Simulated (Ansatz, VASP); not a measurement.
# BP: VASP beside Ansatz

Contents of POSCAR:

```
BP
1.0
    2.7080526438      0.0000000000      0.0000000000
    0.0000000000      2.7080526438      0.0000000000
    0.0000000000      0.0000000000      2.7080526438
B P
1 1
Direct
    0.0000000000      0.0000000000      0.0000000000
    0.5000000000      0.5000000000      0.5000000000
```

Contents of INCAR.step1:

```
SYSTEM = BP
PREC = Accurate
ENCUT = 520
ISMEAR = 0
SIGMA = 0.2
LREAL = .False.
LASPH = .True.
NELM = 60
NBANDS = 11
GGA = PE
ALGO = Normal
EDIFF = 1E-4
LWAVE = .True.
LCHARG = .False.
```

File INCAR.step2:

```
SYSTEM = BP
PREC = Accurate
ENCUT = 520
EDIFF = 1E-6
ISMEAR = 0
SIGMA = 0.2
LREAL = .False.
LASPH = .True.
NELM = 60
ALGO = Normal
ISIF = 2
LWAVE = .False.
LCHARG = .False.
METAGGA = R2SCAN
LMIXTAU = .True.
NBANDS = 11
ISTART = 1
```

KPOINTS

```
Automatic mesh
0
Gamma
  6 6 6
  0 0 0
```

Input for Ansatz:

```yaml
crystal:
  lattice:
    - [2.7080526438, 0.0, 0.0]
    - [0.0, 2.7080526438, 0.0]
    - [0.0, 0.0, 2.7080526438]
  atoms:
    - { symbol: B, position: [0.0, 0.0, 0.0] }
    - { symbol: P, position: [0.5, 0.5, 0.5] }
kpoints:
  mp_grid: { grid: [6, 6, 6] }
hamiltonian:
  xc: r2scan
scf:
  occupations: { method: gaussian, width: 0.2 }
  n_extra_bands: 4
output:
  forces: true
  stress: true
  eigenvalues: true
```

Alike in both runs: task single point; functional r2SCAN; k mesh 6 × 6 × 6; occupations gaussian, width 0.2 eV; no spin polarisation.

```csv
,VASP,Ansatz
version,VASP 6.6.1,Ansatz 0.2.0
potentials or method,"VASP PAW PBE potentials, release 64 (B, P)",plane waves
plane-wave cutoff (eV),520,500
valence electrons in the cell,8,8
```

VASP gave:

* pressure (GPa): 3.6

Problem. Estimate Ansatz's values.

Solution. Pressure (GPa): 3.7.

VASP's potentials were made for PBE, not for r2SCAN.

The k mesh is coarse, so the values compare programs but aren't converged.
